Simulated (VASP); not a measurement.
# AlIn2N3 (Cmc2_1) in VASP: notebook, part 2 of 2

VASP 6.6.1.

### Step 4. Single point, PBEsol

This run uses another cell than the first one, of 14.17 Å³/atom.

Contents of INCAR:

```
SYSTEM = AlIn2N3
ALGO = Normal ; EDIFF = 1E-6
ENCUT = 520 ; GGA = PS
ISIF = 2 ; ISMEAR = 0
LASPH = .True. ; LCHARG = .False.
LREAL = .False. ; LWAVE = .False.
NBANDS = 56 ; NELM = 100
PREC = Accurate ; SIGMA = 0.02
```

Contents of KPOINTS:

```
k-points
0
Gamma
  6 6 6
  0 0 0
```

Contents of POSCAR:

```
AlIn2N3
1.0
    5.1699066629     -2.9752769101      0.0000000000
    5.1699066629      2.9752769101      0.0000000000
    0.0000000000      0.0000000000      5.5266915839
Al In N
2 4 6
Direct
    0.3410806137      0.6589193863      0.9892764841
    0.6589193863      0.3410806137      0.4892764841
    0.9893223274      0.3349808435      0.9874417509
    0.6650191565      0.0106776726      0.9874417509
    0.0106776726      0.6650191565      0.4874417509
    0.3349808435      0.9893223274      0.4874417509
    0.9699832729      0.3332470707      0.3844582762
    0.6667529293      0.0300167271      0.3844582762
    0.0300167271      0.6667529293      0.8844582762
    0.3332470707      0.9699832729      0.8844582762
    0.3665166975      0.6334833025      0.3389234616
    0.6334833025      0.3665166975      0.8389234616
```

Potentials or basis: VASP PAW PBE potentials, release 64 (Al, In_d, N).

Launch:

```sh
$ cat potpaw_PBE.64/Al/POTCAR potpaw_PBE.64/In_d/POTCAR potpaw_PBE.64/N/POTCAR > POTCAR
$ mpirun -np 1 vasp_std > vasp.out
```

OUTCAR:

```text
SYSTEM = AlIn2N3
   EDIFF = 1E-6
   ENCUT = 520
   GGA = PS
   ISIF = 2
   ISMEAR = 0
   LASPH = .True.
   LREAL = .False.
   NELM = 100
   PREC = Accurate

 ion  position               nearest neighbor table
   1  0.341  0.659  0.989-   9 1.92  10 1.92  12 1.93  11 1.94   4 3.34   3 3.34   2 3.35   2 3.35
                             5 3.38   6 3.38   5 3.39   6 3.39   3 3.49   4 3.49   3 3.49   4 3.49
   2  0.659  0.341  0.489-   7 1.92   8 1.92  11 1.93  12 1.94   5 3.34   6 3.34   1 3.35   1 3.35
                             4 3.38   3 3.38   4 3.39   3 3.39   6 3.49   5 3.49   6 3.49   5 3.49
   3  0.989  0.335  0.987-   9 2.19  10 2.19  12 2.19   7 2.20   1 3.34   4 3.35   2 3.38   2 3.39
                             5 3.43   5 3.43   6 3.44   6 3.44   4 3.49   4 3.49   1 3.49   1 3.49
[... 1661 lines left out ...]
     5.169906663 -2.975276910  0.000000000     0.096713545 -0.168051585  0.000000000
     5.169906663  2.975276910  0.000000000     0.096713545  0.168051585  0.000000000
     0.000000000  0.000000000  5.526691584     0.000000000  0.000000000  0.180940077

 POSITION                                       TOTAL-FORCE (eV/Angst)
 -----------------------------------------------------------------------------------
      5.16991      0.94566      5.46743         0.000000      0.001026     -0.006908
      5.16991     -0.94566      2.70408         0.000000     -0.001026     -0.006908
      6.84652     -1.94685      5.45729        -0.000454      0.001933     -0.000654
      3.49329     -1.94685      5.45729         0.000454      0.001933     -0.000654
      3.49329      1.94685      2.69394         0.000454     -0.001933     -0.000654
      6.84652      1.94685      2.69394        -0.000454     -0.001933     -0.000654
      6.73758     -1.89447      2.12478        -0.019411      0.011749      0.007899
      3.60223     -1.89447      2.12478         0.019411      0.011749      0.007899
      3.60223      1.89447      4.88813         0.019411     -0.011749      0.007899
      6.73758      1.89447      4.88813        -0.019411     -0.011749      0.007899
      5.16991      0.79430      1.87313         0.000000     -0.019440     -0.007584
      5.16991     -0.79430      4.63647         0.000000      0.019440     -0.007584
 -----------------------------------------------------------------------------------
    total drift:                                0.000000     -0.000000      0.000561

  FREE ENERGIE OF THE ION-ELECTRON SYSTEM (eV)
  ---------------------------------------------------
  free  energy   TOTEN  =       -77.3624655302 eV

  energy  without entropy=      -77.3624655302  energy(sigma->0) =      -77.36246553
```

OSZICAR:

```text
N       E                     dE             d eps       ncg     rms          rms(c)
DAV:   1     0.106044554720E+04    0.10604E+04   -0.39781E+04  5864   0.201E+03
DAV:   2     0.131176310123E+03   -0.92927E+03   -0.88832E+03  5936   0.557E+02
DAV:   3    -0.714649599493E+02   -0.20264E+03   -0.19574E+03  6848   0.234E+02
DAV:   4    -0.900274151364E+02   -0.18562E+02   -0.18409E+02  8080   0.726E+01
DAV:   5    -0.903580103392E+02   -0.33060E+00   -0.33005E+00  7568   0.112E+01    0.224E+01
DAV:   6    -0.771958037110E+02    0.13162E+02   -0.48744E+01  9232   0.612E+01    0.193E+01
DAV:   7    -0.775437462967E+02   -0.34794E+00   -0.63504E+00  6680   0.122E+01    0.537E+00
DAV:   8    -0.774187520974E+02    0.12499E+00   -0.55476E-01  9184   0.484E+00    0.393E+00
DAV:   9    -0.773667627081E+02    0.51989E-01   -0.11304E-01  9600   0.398E+00    0.738E-01
DAV:  10    -0.773618677403E+02    0.48950E-02   -0.23165E-02  8768   0.161E+00    0.363E-01
DAV:  11    -0.773622342782E+02   -0.36654E-03   -0.62011E-03  8712   0.428E-01    0.265E-01
DAV:  12    -0.773624375812E+02   -0.20330E-03   -0.59314E-04  8520   0.130E-01    0.110E-01
DAV:  13    -0.773624634102E+02   -0.25829E-04   -0.10195E-04  8440   0.768E-02    0.355E-02
DAV:  14    -0.773624656829E+02   -0.22726E-05   -0.31679E-05  6360   0.262E-02    0.255E-02
DAV:  15    -0.773624655302E+02    0.15260E-06   -0.71217E-06  6584   0.182E-02
   1 F= -.77362466E+02 E0= -.77362466E+02  d E =-.113052E-14
```

Wall time 12 min (1 thread of Intel Xeon Platinum 8375C at 2.90GHz (Ice Lake), shared host); peak memory 0.55 GiB.

What came out:

```
Free energy            : -77.3625 eV
Pressure               : -6.2 GPa
Largest force          : 0.024 eV/Å
Band gap on the k mesh : 0.77 eV
```

Forces in eV/Å, atoms in the order of the input:
```
Al   0.000  0.001 -0.007
Al   0.000 -0.001 -0.007
In   0.000  0.002 -0.001
In   0.000  0.002 -0.001
In   0.000 -0.002 -0.001
In   0.000 -0.002 -0.001
N   -0.019  0.012  0.008
N    0.019  0.012  0.008
N    0.019 -0.012  0.008
N   -0.019 -0.012  0.008
N    0.000 -0.019 -0.008
N    0.000  0.019 -0.008
```

Caveat: the cell stands under tension; the PAW data sets were made with another functional, which shifts forces and pressure a little; spin-orbit coupling is left out, which moves the levels of the heavy elements.

### Step 5. Single point, PBEsol (12.33 Å³/atom)

This run uses another cell than the first one, of 12.33 Å³/atom.

Contents of INCAR:

```
SYSTEM = AlIn2N3
PREC = Accurate ; ENCUT = 520
EDIFF = 1E-6 ; ISMEAR = 0
SIGMA = 0.02 ; LREAL = .FALSE.
LASPH = .TRUE. ; NELM = 100
ALGO = Normal ; ISIF = 2
LWAVE = .FALSE. ; LCHARG = .FALSE.
GGA = PS ; NBANDS = 56
```

Contents of KPOINTS:

```
regular mesh
0
G
  6 6 6
  0 0 0
```

Contents of POSCAR:

```
AlIn2N3
1.0
    4.9468683775     -2.8419995106      0.0000000000
    4.9468683775      2.8419995106      0.0000000000
    0.0000000000      0.0000000000      5.2621622589
Al In N
2 4 6
Direct
    0.3392837525      0.6607162475      0.9888998442
    0.6607162475      0.3392837525      0.4888998442
    0.9856668802      0.3375425669      0.9864109204
    0.6624574331      0.0143331198      0.9864109204
    0.0143331198      0.6624574331      0.4864109204
    0.3375425669      0.9856668802      0.4864109204
    0.9720717884      0.3311852763      0.3864075919
    0.6688147237      0.0279282116      0.3864075919
    0.0279282116      0.6688147237      0.8864075919
    0.3311852763      0.9720717884      0.8864075919
    0.3693327364      0.6306672636      0.3374631313
    0.6306672636      0.3693327364      0.8374631313
```

Launch:

```sh
$ cat potpaw_PBE.64/Al/POTCAR potpaw_PBE.64/In_d/POTCAR potpaw_PBE.64/N/POTCAR > POTCAR
$ mpirun -np 1 vasp_std > vasp.out
```

It took 7.8 min on 1 thread of Intel Xeon 6975P-C (Granite Rapids), shared host; peak memory 0.44 GiB.

The run converged. Its results:

- Free energy: -76.7208 eV
- Pressure: 18.2 GPa
- Largest force: 0.016 eV/Å
- Band gap on the k mesh: 1.35 eV

Forces in eV/Å, atoms in the order of the input:
```
Al   0.000  0.003  0.003
Al   0.000 -0.003  0.003
In  -0.003 -0.001 -0.005
In   0.003 -0.001 -0.005
In   0.003  0.001 -0.005
In  -0.003  0.001 -0.005
N   -0.009  0.008  0.009
N    0.009  0.008  0.009
N    0.009 -0.008  0.009
N   -0.009 -0.008  0.009
N    0.000 -0.012 -0.011
N    0.000  0.012 -0.011
```

Levels at points of the mesh, in eV from the valence-band top:
| k point | band 42 | band 43 | band 44 | band 45 | band 46 | band 47 |
| --- | --- | --- | --- | --- | --- | --- |
| (0.00, 0.00, 0.00) | -0.08 | -0.02 | 0.00 | 1.35 | 4.03 | 5.00 |
| (0.50, 0.00, 0.00) | -0.74 | -0.73 | -0.49 | 4.04 | 4.12 | 5.23 |
| (0.50, 0.50, 0.00) | -0.84 | -0.61 | -0.46 | 4.04 | 4.18 | 4.83 |
| (0.00, 0.00, 0.50) | -0.37 | -0.28 | -0.28 | 3.68 | 3.68 | 6.36 |
| (0.50, 0.00, 0.50) | -1.11 | -1.05 | -1.05 | 4.31 | 4.31 | 4.82 |
| (0.50, 0.50, 0.50) | -1.15 | -0.84 | -0.84 | 4.28 | 4.28 | 5.01 |

Caveat: the cell stands under pressure; the PAW data sets were made with another functional, which shifts forces and pressure a little; spin-orbit coupling is left out, which moves the levels of the heavy elements.

### Step 6. The runs side by side

| cell | gap on the mesh (eV) | pressure (GPa) | largest force (eV/Å) |
| --- | --- | --- | --- |
| a = 5.831, b = 5.831, c = 5.398 Å, angles 90.0, 90.0, 59.8°, 12 atoms, atomic positions A | 1.06 | 4.1 | 0.03 |
| a = 5.877, b = 5.877, c = 5.445 Å, angles 90.0, 90.0, 59.8°, 12 atoms, atomic positions A | 0.95 | 0.1 | 0.03 |
| a = 5.965, b = 5.965, c = 5.527 Å, angles 90.0, 90.0, 59.8°, 12 atoms, atomic positions A | 0.77 | -6.2 | 0.02 |
| a = 5.705, b = 5.705, c = 5.262 Å, angles 90.0, 90.0, 59.8°, 12 atoms, atomic positions B | 1.35 | 18.2 | 0.02 |

Alike in all rows: task single point; level PBEsol; potentials or basis VASP PAW PBE potentials, release 64 (Al, In_d, N); no spin polarisation; k mesh 6 × 6 × 6; cutoff (eV) 520; smearing gaussian 0.02 eV.

Caveats: the PAW data sets were made with another functional, which shifts forces and pressure a little; spin-orbit coupling is left out, which moves the levels of the heavy elements; the cell stands under pressure (at least some runs); the cell stands under tension (at least some runs).

Total energies depend on the potentials used, so only differences within one code and one set of settings carry meaning.
